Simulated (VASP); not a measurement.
# Sn (Im-3m) in VASP: a series of runs, part 2 of 2

VASP 6.6.1.

### Step 5. Relaxation of cell and atoms, PBEsol, target pressure 98 GPa, at which the enthalpy is minimised

Input file INCAR:

```
SYSTEM = Sn
PREC     = Accurate       ! precision mode
ENCUT    = 600            ! plane-wave cutoff, eV
EDIFF    = 1E-6           ! SCF threshold, eV
ISMEAR   = -1             ! smearing method
SIGMA    = 0.1            ! smearing width, eV
LREAL    = .False.        ! projectors in reciprocal space
LASPH    = .True.         ! aspherical terms in the spheres
NELM     = 60             ! most SCF steps
ALGO     = Normal         ! electronic algorithm
ISIF     = 3              ! what is computed and relaxed
LWAVE    = .False.        ! write WAVECAR
LCHARG   = .False.        ! write CHGCAR
GGA      = PS             ! functional
IBRION   = 2              ! ionic algorithm
NSW      = 32             ! ionic steps
EDIFFG   = -0.005         ! ionic threshold
PSTRESS  = 980.0
```

Input file KPOINTS:

```
Automatic mesh
0
Gamma
  17 17 17
  0 0 0
```

Input file POSCAR:

```
Sn
1.0
   -1.5772655597      1.5772655597      1.5772655597
    1.5772655597     -1.5772655597      1.5772655597
    1.5772655597      1.5772655597     -1.5772655597
Sn
1
Direct
    0.0000000000      0.0000000000      0.0000000000
```

Potentials or basis: VASP PAW PBE potentials, release 64 (Sn_d).

Started as:

```console
> cat potpaw_PBE.64/Sn_d/POTCAR > POTCAR
> mpirun -np 1 vasp_std > vasp.out
```

OUTCAR:

```text
SYSTEM = Sn
   PREC = Accurate
   ENCUT = 600
   EDIFF = 1E-6
   ISMEAR = -1
   LREAL = .False.
   LASPH = .True.
   NELM = 60
   ISIF = 3
   GGA = PS
   IBRION = 2
   NSW = 32
   EDIFFG = -0.005
   PSTRESS = 980.0

 ion  position               nearest neighbor table
   1  0.000  0.000  0.000-

  LATTYP: Found a body centered cubic cell.
 ALAT       =     3.1545311194

  Lattice vectors:

 A1 = (  -1.5772655597,   1.5772655597,   1.5772655597)
 A2 = (   1.5772655597,  -1.5772655597,   1.5772655597)
 A3 = (   1.5772655597,   1.5772655597,  -1.5772655597)

Analysis of symmetry for initial positions (statically):
=====================================================================
 Subroutine PRICEL returns:
 Original cell was already a primitive cell.

 Routine SETGRP: Setting up the symmetry group for a
 body centered cubic supercell.

 Subroutine GETGRP returns: Found 48 space group operations
 (whereof 48 operations were pure point group operations)
 out of a pool of 48 trial point group operations.

The static configuration has the point symmetry O_h .

Analysis of symmetry for dynamics (positions and initial velocities):
=====================================================================
 Subroutine PRICEL returns:
 Original cell was already a primitive cell.

 Routine SETGRP: Setting up the symmetry group for a
 body centered cubic supercell.

 Subroutine GETGRP returns: Found 48 space group operations
 (whereof 48 operations were pure point group operations)
 out of a pool of 48 trial point group operations.

The dynamic configuration has the point symmetry O_h .

 Subroutine INISYM returns: Found 48 space group operations
 (whereof 48 operations are pure point group operations),
 and found     1 'primitive' translations

----------------------------------------------------------------------------------------

                                     Primitive cell

  volume of cell :      15.6955

  direct lattice vectors                    reciprocal lattice vectors
    -1.577265560  1.577265560  1.577265560     0.000000000  0.317004322  0.317004322
     1.577265560 -1.577265560  1.577265560     0.317004322  0.000000000  0.317004322
     1.577265560  1.577265560 -1.577265560     0.317004322  0.317004322  0.000000000

  length of vectors
     2.731904086  2.731904086  2.731904086     0.448311812  0.448311812  0.448311812

  position of ions in fractional coordinates (direct lattice)
     0.000000000  0.000000000  0.000000000

  ion indices of the primitive-cell ions
   primitive index   ion index
                 1           1

----------------------------------------------------------------------------------------

 KPOINTS: Automatic mesh

Automatic generation of k-mesh.
 Grid dimensions read from file:
 generate k-points for:   17   17   17

 Generating k-lattice:

  Cartesian coordinates                     Fractional coordinates (reciprocal lattice)
     0.000000000  0.018647313  0.018647313     0.058823529  0.000000000  0.000000000
     0.018647313  0.000000000  0.018647313     0.000000000  0.058823529  0.000000000
     0.018647313  0.018647313  0.000000000     0.000000000  0.000000000  0.058823529

  Length of vectors
[... 44 lines left out ...]
   NGXF,Y,Z  is equivalent  to a cutoff of  29.21, 29.21, 29.21 a.u.
 SYSTEM =  Sn
   PREC   = accura    normal or accurate (medium, high low for compatibility)
   ISTART =      0    job   : 0-new  1-cont  2-samecut
   ICHARG =      2    charge: 1-file 2-atom 10-const
   ISPIN  =      1    spin polarized calculation?
   LNONCOLLINEAR =      F non collinear calculations
   LSORBIT =      F    spin-orbit coupling
   LASPH  =      T    aspherical Exc in radial PAW
   ENCUT  =  600.0 eV  44.10 Ry    6.64 a.u.   5.46  5.46  5.46*2*pi/ulx,y,z
   NELM   =     60;   NELMIN=  2; NELMDL= -5     # of ELM steps
   EDIFF  = 0.1E-05   stopping-criterion for ELM
   LREAL  =      F    real-space projection
   EDIFFG = -.5E-02   stopping-criterion for IOM
   NSW    =     32    number of steps for IOM
   IBRION =      2    ionic relax: 0-MD 1-quasi-New 2-CG
   NFREE  =      1    steps in history (QN), initial steepest desc. (CG)
   ISIF   =      3    stress and relaxation
   ISYM   =      2    0-nonsym 1-usesym 2-fastsym
   POTIM  = 0.5000    time-step for ionic-motion
   TEBEG  =    0.0;   TEEND  =   0.0 temperature during run
   PSTRESS=  980.0 pullay stress
   NELECT =      14.0000    total number of electrons
   NUPDOWN=      -1.0000    fix difference up-down
   EMIN   =  10.00;   EMAX   =-10.00  energy-range for DOS
   EFERMI =   0.00;   METHOD = LEGACY
   ISMEAR =    -1;   SIGMA  =   0.10  broadening in eV -4-tet -1-fermi 0-gaus
   EFERMI_NEDOS =   21; number of points for ismear=-14 and -15
   IALGO  =     38    algorithm
   IMIX   =      4    mixing-type and parameters
     AMIX     =   0.40;   BMIX     =  1.00
     AMIX_MAG =   1.60;   BMIX_MAG =  1.00
  volume/ion in A,a.u.               =      15.70       105.92
  Fermi-wavevector in a.u.,A,eV,Ry     =   1.575890  2.978001 33.789126  2.483431
  Thomas-Fermi vector in A             =   2.676806
   LORBIT       =      0    0 simple, 1 ext, 2 COOP (PROOUT), +10 PAW based schemes
   GGA     = PS    functional components
   LHFCALC =     F    Hartree Fock is set to
   AEXX    =    0.0000 exact exchange contribution
   IVDW    =     0    specifies the selected vdW correction
   LEPSILON=     F    determine dielectric tensor
   LRPA    =     F    only Hartree local field effects (RPA)
 conjugate gradient relaxation of ions
 non-spin polarized calculation
  energy-cutoff  :      600.00
  volume of cell :       15.70
 maximum number of plane-waves:       540
 NGX is ok and might be reduce to    24
   NGX = 11   NGY = 11   NGZ = 11

--------------------------------------- Ionic step        1  -------------------------------------------

 number of electron      14.0000002 magnetization

 Free energy of the ion-electron system (eV)
  ---------------------------------------------------
  ext. energy  EPLUGINS =         0.00000000
  ---------------------------------------------------
  free energy    TOTEN  =        -2.28955209 eV

  energy without entropy =       -2.27624131  energy(sigma->0) =       -2.28289670

------------------------ aborting loop because EDIFF is reached ----------------------------------------

  FORCE on cell =-STRESS in cart. coord.  units (eV):
  Direction    XX          YY          ZZ          XY          YZ          ZX
  --------------------------------------------------------------------------------------
  -------------------------------------------------------------------------------------
  Total        9.6167592      9.6167592      9.6167592      0.0000000      0.0000000     -0.0000000
  in kB      981.6685340    981.6685340    981.6685340      0.0000000      0.0000000     -0.0000000
  external PRESSURE =       1.6685340 kB  Pullay stress =     980.0000000 kB
[... 135 lines left out ...]
--------------------------------------- Ionic step        5  -------------------------------------------

 number of electron      14.0000002 magnetization

 Free energy of the ion-electron system (eV)
  ---------------------------------------------------
  ext. energy  EPLUGINS =         0.00000000
  ---------------------------------------------------
  free energy    TOTEN  =        -2.29392233 eV

  energy without entropy =       -2.28060466  energy(sigma->0) =       -2.28726349

 E-fermi :  16.7032     XC(G=0): -13.3648

 val. band max:       16.6222580966   @ k =  -0.3529   0.4118   0.2941
 cond. band min:      16.7152353623   @ k =  -0.2941   0.4706   0.0588
 fundamental gap:      0.0929772657
 Fermi energy:        16.7031670639

 k-point     1 :       0.0000    0.0000    0.0000
  band No.  band energies     occupation
      1      -5.7923      2.00000
      2      -5.7923      2.00000
      3      -5.7923      2.00000
      4      -5.1566      2.00000
      5      -5.1566      2.00000
      6       0.2545      2.00000
      7      29.2865      0.00000
      8      29.2865      0.00000
      9      29.2865      0.00000
     10      31.3067      0.00000
     11      31.3067      0.00000
[... 309 lines left out ...]
 k-point    24 :       0.1765    0.1765    0.0000
  band No.  band energies     occupation
      1      -5.9129      2.00000
      2      -5.7545      2.00000
      3      -5.2753      2.00000
      4      -5.2362      2.00000
      5      -5.1296      2.00000
      6       3.5377      2.00000
      7      19.1583      0.00000
      8      19.8125      0.00000
      9      24.4762      0.00000
     10      29.4829      0.00000
     11      31.3193      0.00000

 [... further k-points ...]

------------------------ aborting loop because EDIFF is reached ----------------------------------------

  FORCE on cell =-STRESS in cart. coord.  units (eV):
  Direction    XX          YY          ZZ          XY          YZ          ZX
  --------------------------------------------------------------------------------------
  -------------------------------------------------------------------------------------
  Total        9.6058713      9.6058713      9.6058713     -0.0000000     -0.0000000      0.0000000
  in kB      980.1111705    980.1111705    980.1111705     -0.0000000     -0.0000000      0.0000000
  external PRESSURE =       0.1111705 kB  Pullay stress =     980.0000000 kB
[... 20 lines left out ...]
  energy  without entropy=       -2.2806046575  energy(sigma->0) =       -2.28726349

  enthalpy is  TOTEN    =         7.3108594049 eV   P V=        9.6047817332

 reached required accuracy - stopping structural energy minimisation
```

Wall time 29 s (1 thread of Intel Xeon 6975P-C (Granite Rapids), shared host); peak memory 0.17 GiB.

What came out:

```
Free energy                                            : -2.2939 eV
Relaxed volume                                         : 15.70 Å³/atom
Relaxed cell                                           : a = 2.732 Å, b = 2.732 Å, c = 2.732 Å, α = 109.47°, β = 109.47°, γ = 109.47°
Space group after relaxing (to 0.05 Å)                 : Im-3m (No. 229)
Energy change on relaxing (the enthalpy is what falls) : -4.4 meV/atom
Ionic steps                                            : 5
Pressure after relaxing                                : 98.0 GPa
Band gap on the k mesh                                 : zero (band 7 reaches 29.29 eV, above the bottom of band 8 at 12.12 eV)
```

The path:
```csv
step,energy change (eV),largest force (eV/Å),pressure (GPa),volume (Å³)
1,0.0000,0.0000,98.17,15.70
2,-0.0226,0.0000,97.19,15.73
3,-0.0032,0.0000,98.10,15.70
4,-0.0054,0.0000,97.91,15.70
5,-0.0044,0.0000,98.01,15.70
```

Final structure:
```cif
data_structure
_symmetry_space_group_name_H-M 'P 1'
_symmetry_Int_Tables_number 1
_cell_length_a 2.7323
_cell_length_b 2.7323
_cell_length_c 2.7323
_cell_angle_alpha 109.471
_cell_angle_beta 109.471
_cell_angle_gamma 109.471
_cell_volume 15.70
loop_
_atom_site_label
_atom_site_type_symbol
_atom_site_fract_x
_atom_site_fract_y
_atom_site_fract_z
_atom_site_occupancy
Sn1 Sn 0.00000 0.00000 0.00000 1
```

Caveat: the cell is relaxed towards a set pressure, so the enthalpy falls and the energy may rise; the PAW data sets were made with another functional, which shifts forces and pressure a little; spin-orbit coupling is left out, which moves the levels of the heavy elements.
